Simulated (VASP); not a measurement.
# SiO2 (P4_2/mnm) in VASP: further runs

SiO2 is run at these levels: r2SCAN, PBE, PBEsol, LDA; tasks: single point, relaxation of cell and atoms.

All numbers are computed with VASP 6.6.1; they aren't measurements. Logs are shortened: lines on timing, memory, paths and dates and some standing lists are left out, and cuts for length are marked.

**1. The cell of the first run**

It takes space group P4_2/mnm (No. 136, tetragonal). The conventional cell has a = 4.185 Å, b = 4.185 Å, c = 2.669 Å, α = 90.00°, β = 90.00°, γ = 90.00°. Within 2.3 Å of Si (site symmetry mmm) lie 6 O at 1.76 to 1.81 Å. Within 2.3 Å of O (site symmetry m2m) lie 3 Si at 1.76 to 1.81 Å and 1 O at 2.30 Å.

**2. Single point, r2SCAN**

The input, POSCAR:

```
SiO2
1.0
    4.1851894797      0.0000000000      0.0000000000
    0.0000000000      4.1851894797      0.0000000000
    0.0000000000      0.0000000000      2.6688395709
Si O
2 4
Direct
    0.0000000000      0.0000000000      0.0000000000
    0.5000000000      0.5000000000      0.5000000000
    0.3061010388      0.3061010388      0.0000000000
    0.1938989612      0.8061010388      0.5000000000
    0.6938989612      0.6938989612      0.0000000000
    0.8061010388      0.1938989612      0.5000000000
```

The input, INCAR.step1:

```
  PREC = Accurate
  ENCUT = 520
  ISMEAR = 0
  SIGMA = 0.01
  LREAL = False
  LASPH = True
  NELM = 60
  NBANDS = 25
  GGA = PE
  ALGO = Normal
  EDIFF = 1E-4
  LWAVE = True
  LCHARG = False
```

The input, INCAR.step2:

```
  PREC = Accurate
  ENCUT = 520
  EDIFF = 1E-6
  ISMEAR = 0
  SIGMA = 0.01
  LREAL = False
  LASPH = True
  NELM = 60
  ALGO = Normal
  ISIF = 2
  LWAVE = False
  LCHARG = False
  METAGGA = R2SCAN
  LMIXTAU = True
  NBANDS = 25
  ISTART = 1
```

The input, KPOINTS:

```
regular mesh
0
Gamma
  6 6 10
```

Potentials or basis: VASP PAW PBE potentials, release 64 (Si, O).

The run is started by

```console
$ cat potpaw_PBE.64/Si/POTCAR potpaw_PBE.64/O/POTCAR > POTCAR
$ cp INCAR.step1 INCAR
$ mpirun -np 1 vasp_std > vasp.out
$ cp INCAR.step2 INCAR
$ mpirun -np 1 vasp_std > vasp.out
```

OUTCAR:

```text
PREC = Accurate
   ENCUT = 520
   EDIFF = 1E-6
   ISMEAR = 0
   LREAL = False
   LASPH = True
   NELM = 60
   ISIF = 2
   METAGGA = R2SCAN
   ISTART = 1

 ion  position               nearest neighbor table
   1  0.000  0.000  0.000-   4 1.76   6 1.76   4 1.76   6 1.76   5 1.81   3 1.81
   2  0.500  0.500  0.500-   3 1.76   5 1.76   3 1.76   5 1.76   4 1.81   6 1.81
   3  0.306  0.306  0.000-   2 1.76   2 1.76   1 1.81
   4  0.194  0.806  0.500-   1 1.76   1 1.76   2 1.81
   5  0.694  0.694  0.000-   2 1.76   2 1.76   1 1.81
   6  0.806  0.194  0.500-   1 1.76   1 1.76   2 1.81

  LATTYP: Found a simple tetragonal cell.
 ALAT       =     4.1851894797
 C/A-ratio  =     0.6376866768

  Lattice vectors:

 A1 = (   4.1851894797,   0.0000000000,   0.0000000000)
 A2 = (   0.0000000000,   4.1851894797,   0.0000000000)
 A3 = (   0.0000000000,   0.0000000000,   2.6688395709)

Analysis of symmetry for initial positions (statically):
=====================================================================
 Subroutine PRICEL returns:
 Original cell was already a primitive cell.

 Routine SETGRP: Setting up the symmetry group for a
 simple tetragonal supercell.

 Subroutine GETGRP returns: Found 16 space group operations
 (whereof  8 operations were pure point group operations)
 out of a pool of 16 trial point group operations.

The static configuration has the point symmetry D_2h.
 The point group associated with its full space group is D_4h.

Analysis of symmetry for dynamics (positions and initial velocities):
=====================================================================
 Subroutine PRICEL returns:
 Original cell was already a primitive cell.

 Routine SETGRP: Setting up the symmetry group for a
 simple tetragonal supercell.

 Subroutine GETGRP returns: Found 16 space group operations
 (whereof  8 operations were pure point group operations)
 out of a pool of 16 trial point group operations.

The dynamic configuration has the point symmetry D_2h.
 The point group associated with its full space group is D_4h.

 Subroutine INISYM returns: Found 16 space group operations
 (whereof  8 operations are pure point group operations),
 and found     1 'primitive' translations

----------------------------------------------------------------------------------------

                                     Primitive cell

  volume of cell :      46.7469

  direct lattice vectors                    reciprocal lattice vectors
     4.185189480  0.000000000  0.000000000     0.238937808  0.000000000  0.000000000
     0.000000000  4.185189480  0.000000000     0.000000000  0.238937808  0.000000000
     0.000000000  0.000000000  2.668839571     0.000000000  0.000000000  0.374694684

  length of vectors
     4.185189480  4.185189480  2.668839571     0.238937808  0.238937808  0.374694684

  position of ions in fractional coordinates (direct lattice)
     0.000000000  0.000000000  0.000000000
     0.500000000  0.500000000  0.500000000
     0.306101039  0.306101039  0.000000000
     0.193898961  0.806101039  0.500000000
     0.693898961  0.693898961  0.000000000
     0.806101039  0.193898961  0.500000000

  ion indices of the primitive-cell ions
   primitive index   ion index
                 1           1
                 2           2
                 3           3
                 4           4
                 5           5
                 6           6

----------------------------------------------------------------------------------------

 KPOINTS: regular mesh

Automatic generation of k-mesh.
 Grid dimensions read from file:
 generate k-points for:    6    6   10

 Generating k-lattice:

  Cartesian coordinates                     Fractional coordinates (reciprocal lattice)
     0.039822968  0.000000000  0.000000000     0.166666667  0.000000000  0.000000000
     0.000000000  0.039822968  0.000000000     0.000000000  0.166666667  0.000000000
     0.000000000  0.000000000  0.037469468     0.000000000  0.000000000  0.100000000

  Length of vectors
     0.039822968  0.039822968  0.037469468

  Shift w.r.t. Gamma in fractional coordinates (k-lattice)
     0.000000000  0.000000000  0.000000000

 Subroutine IBZKPT returns following result:
 ===========================================

 Found     60 irreducible k-points:

 Following reciprocal coordinates:
            Coordinates               Weight
  0.000000  0.000000  0.000000      1.000000
  0.166667  0.000000  0.000000      4.000000
  0.333333  0.000000  0.000000      4.000000
  0.500000  0.000000  0.000000      2.000000
  0.166667  0.166667  0.000000      4.000000
  0.333333  0.166667  0.000000      8.000000
[... 16 lines left out ...]
  0.333333  0.000000  0.200000      8.000000
  0.500000  0.000000  0.200000      4.000000
 [... further k-points ...]
   k-points           NKPTS =     60   k-points in BZ     NKDIM =     60   number of bands    NBANDS=     25
   number of dos      NEDOS =    301   number of ions     NIONS =      6
   total plane-waves  NPLWV =  20480
   dimension x,y,z NGX =    32 NGY =   32 NGZ =   20
   dimension x,y,z NGXF=    64 NGYF=   64 NGZF=   40
   ions per type =               2   4
   NGX,Y,Z   is equivalent  to a cutoff of  12.71, 12.71, 12.46 a.u.
   NGXF,Y,Z  is equivalent  to a cutoff of  25.42, 25.42, 24.92 a.u.
 SYSTEM =  unknown system
   PREC   = accura    normal or accurate (medium, high low for compatibility)
   ISTART =      1    job   : 0-new  1-cont  2-samecut
   ICHARG =      0    charge: 1-file 2-atom 10-const
   ISPIN  =      1    spin polarized calculation?
   LNONCOLLINEAR =      F non collinear calculations
   LSORBIT =      F    spin-orbit coupling
   LASPH  =      T    aspherical Exc in radial PAW
   ENCUT  =  520.0 eV  38.22 Ry    6.18 a.u.   7.78  7.78  4.96*2*pi/ulx,y,z
   NELM   =     60;   NELMIN=  2; NELMDL=  0     # of ELM steps
   EDIFF  = 0.1E-05   stopping-criterion for ELM
   LREAL  =      F    real-space projection
   EDIFFG = 0.1E-04   stopping-criterion for IOM
   NSW    =      0    number of steps for IOM
   IBRION =     -1    ionic relax: 0-MD 1-quasi-New 2-CG
   NFREE  =      0    steps in history (QN), initial steepest desc. (CG)
   ISIF   =      2    stress and relaxation
   ISYM   =      2    0-nonsym 1-usesym 2-fastsym
   POTIM  = 0.5000    time-step for ionic-motion
   TEBEG  =    0.0;   TEEND  =   0.0 temperature during run
   PSTRESS=    0.0 pullay stress
   NELECT =      32.0000    total number of electrons
   NUPDOWN=      -1.0000    fix difference up-down
   EMIN   =  10.00;   EMAX   =-10.00  energy-range for DOS
   EFERMI =   0.00;   METHOD = LEGACY
   ISMEAR =     0;   SIGMA  =   0.01  broadening in eV -4-tet -1-fermi 0-gaus
   EFERMI_NEDOS =   21; number of points for ismear=-14 and -15
   IALGO  =     38    algorithm
   IMIX   =      4    mixing-type and parameters
     AMIX     =   0.40;   BMIX     =  1.00
     AMIX_MAG =   1.60;   BMIX_MAG =  1.00
  volume/ion in A,a.u.               =       7.79        52.58
  Fermi-wavevector in a.u.,A,eV,Ry     =   1.442804  2.726504 28.323011  2.081683
  Thomas-Fermi vector in A             =   2.561283
   LORBIT       =      0    0 simple, 1 ext, 2 COOP (PROOUT), +10 PAW based schemes
   METAGGA = R2SCAN    functional components
   LHFCALC =     F    Hartree Fock is set to
   AEXX    =    0.0000 exact exchange contribution
   IVDW    =     0    specifies the selected vdW correction
   LEPSILON=     F    determine dielectric tensor
   LRPA    =     F    only Hartree local field effects (RPA)
 non-spin polarized calculation
 Gauss-broadening in eV      SIGMA  =   0.01
  energy-cutoff  :      520.00
  volume of cell :       46.75
 maximum number of plane-waves:      1282
 NGX is ok and might be reduce to    32
   NGX = 15   NGY = 15   NGZ =  9

 number of electron      31.9999977 magnetization

 Free energy of the ion-electron system (eV)
  ---------------------------------------------------
  ext. energy  EPLUGINS =         0.00000000
  ---------------------------------------------------
  free energy    TOTEN  =       -58.78564774 eV

  energy without entropy =      -58.78564774  energy(sigma->0) =      -58.78564774

 E-fermi :   7.8753     XC(G=0): -12.8668

 val. band max:        7.7882567474   @ k =   0.0000   0.0000   0.0000
 cond. band min:      14.2970398083   @ k =   0.0000   0.0000   0.0000
 fundamental gap:      6.5087830609
 Fermi energy:         7.8752733922

 k-point     1 :       0.0000    0.0000    0.0000
  band No.  band energies     occupation
      1     -15.7436      2.00000
      2     -12.1600      2.00000
      3     -12.1600      2.00000
      4     -11.9008      2.00000
      5      -3.2430      2.00000
      6       1.2824      2.00000
[... 17 lines left out ...]
     24      23.3005      0.00000
     25      24.7716      0.00000

 k-point     2 :       0.1667    0.0000    0.0000
  band No.  band energies     occupation
      1     -15.5972      2.00000
      2     -12.7903      2.00000
      3     -12.0878      2.00000
      4     -11.5762      2.00000
      5      -3.0365      2.00000
      6       0.5284      2.00000
[... 17 lines left out ...]
     24      22.6748      0.00000
     25      24.5856      0.00000

 k-point     3 :       0.3333    0.0000    0.0000
  band No.  band energies     occupation
      1     -15.1702      2.00000
      2     -13.6649      2.00000
      3     -11.8948      2.00000
      4     -11.4951      2.00000
      5      -2.4752      2.00000
      6      -0.6101      2.00000
[... 17 lines left out ...]
     24      22.8411      0.00000
     25      23.8922      0.00000

 k-point     4 :       0.5000    0.0000    0.0000
  band No.  band energies     occupation
      1     -14.5009      2.00000
      2     -14.5009      2.00000
      3     -11.6544      2.00000
      4     -11.6544      2.00000
      5      -1.6466      2.00000
      6      -1.6466      2.00000
[... 17 lines left out ...]
     24      22.5186      0.00000
     25      23.9633      0.00000

 k-point     5 :       0.1667    0.1667    0.0000
  band No.  band energies     occupation
      1     -15.4548      2.00000
      2     -12.9709      2.00000
      3     -12.2490      2.00000
      4     -11.4869      2.00000
      5      -2.8070      2.00000
      6       0.4279      2.00000
[... 17 lines left out ...]
     24      22.4795      0.00000
     25      24.4702      0.00000

 k-point     6 :       0.3333    0.1667    0.0000
  band No.  band energies     occupation
      1     -15.0411      2.00000
      2     -13.6325      2.00000
      3     -12.1355      2.00000
      4     -11.5692      2.00000
      5      -2.2001      2.00000
      6      -0.3872      2.00000
[... 17 lines left out ...]
     24      22.6323      0.00000
     25      24.0654      0.00000
[... 393 lines left out ...]
 k-point    21 :       0.0000    0.0000    0.2000
  band No.  band energies     occupation
      1     -15.2200      2.00000
      2     -11.9094      2.00000
      3     -11.9094      2.00000
      4     -11.8961      2.00000
      5      -3.0394      2.00000
      6       1.2177      2.00000
[... 17 lines left out ...]
     24      23.1230      0.00000
     25      23.6077      0.00000

 k-point    22 :       0.1667    0.0000    0.2000
  band No.  band energies     occupation
      1     -15.0822      2.00000
      2     -12.5295      2.00000
      3     -11.8547      2.00000
      4     -11.5408      2.00000
      5      -2.7798      2.00000
      6       0.7254      2.00000
[... 17 lines left out ...]
     24      22.8502      0.00000
     25      23.0173      0.00000

 k-point    23 :       0.3333    0.0000    0.2000
  band No.  band energies     occupation
      1     -14.6821      2.00000
      2     -13.3020      2.00000
      3     -11.7125      2.00000
      4     -11.4500      2.00000
      5      -2.1094      2.00000
      6      -0.2614      2.00000
[... 17 lines left out ...]
     24      21.8120      0.00000
     25      23.1674      0.00000

 k-point    24 :       0.5000    0.0000    0.2000
  band No.  band energies     occupation
      1     -14.0620      2.00000
      2     -14.0620      2.00000
      3     -11.5451      2.00000
      4     -11.5451      2.00000
      5      -1.2316      2.00000
      6      -1.2316      2.00000
[... 17 lines left out ...]
     24      21.4900      0.00000
     25      23.0125      0.00000

 [... further k-points ...]

------------------------ aborting loop because EDIFF is reached ----------------------------------------

  FORCE on cell =-STRESS in cart. coord.  units (eV):
  Direction    XX          YY          ZZ          XY          YZ          ZX
  --------------------------------------------------------------------------------------
  -------------------------------------------------------------------------------------
  Total        0.0271771      0.0271771      0.2888064      0.0000000      0.0000000      0.0000000
  in kB        0.9314539      0.9314539      9.8983917      0.0000000      0.0000000      0.0000000
  external PRESSURE =       3.9204332 kB  Pullay stress =       0.0000000 kB

 VOLUME and BASIS-vectors are now :
 -----------------------------------------------------------------------------
  energy-cutoff  :      520.00
  volume of cell :       46.75
      direct lattice vectors                 reciprocal lattice vectors
     4.185189480  0.000000000  0.000000000     0.238937808  0.000000000  0.000000000
     0.000000000  4.185189480  0.000000000     0.000000000  0.238937808  0.000000000
     0.000000000  0.000000000  2.668839571     0.000000000  0.000000000  0.374694684

 POSITION                                       TOTAL-FORCE (eV/Angst)
 -----------------------------------------------------------------------------------
      0.00000      0.00000      0.00000         0.000000      0.000000      0.000000
      2.09259      2.09259      1.33442         0.000000      0.000000      0.000000
      1.28109      1.28109      0.00000        -0.015139     -0.015139      0.000000
      0.81150      3.37369      1.33442         0.015139     -0.015139      0.000000
      2.90410      2.90410      0.00000         0.015139      0.015139     -0.000000
      3.37369      0.81150      1.33442        -0.015139      0.015139     -0.000000
 -----------------------------------------------------------------------------------
    total drift:                                0.000000     -0.000000      0.000000

  FREE ENERGIE OF THE ION-ELECTRON SYSTEM (eV)
  ---------------------------------------------------
  free  energy   TOTEN  =       -58.7856477448 eV

  energy  without entropy=      -58.7856477448  energy(sigma->0) =      -58.78564774
```

Run time: 3 min. Hardware: 1 thread of Intel Xeon 8259CL, shared host; peak memory 0.19 GiB.

What came out:

* Free energy: -58.7856 eV
* Pressure: 0.4 GPa
* Largest force: 0.021 eV/Å
* Band gap on the k mesh: 6.51 eV

Forces in eV/Å, atoms in the order of the input:
```
Si   0.000  0.000  0.000
Si   0.000  0.000  0.000
O   -0.015 -0.015  0.000
O    0.015 -0.015  0.000
O    0.015  0.015  0.000
O   -0.015  0.015  0.000
```

Stress tensor (GPa, compression positive):
```
0.09 0.00 0.00
0.00 0.09 0.00
0.00 0.00 0.99
```

Caveat: the PAW data sets were made with another functional, which shifts forces and pressure a little. r2SCAN opens gaps a little over a GGA but as a rule still falls short of measured ones.

(Continued in part 2 of 2.)
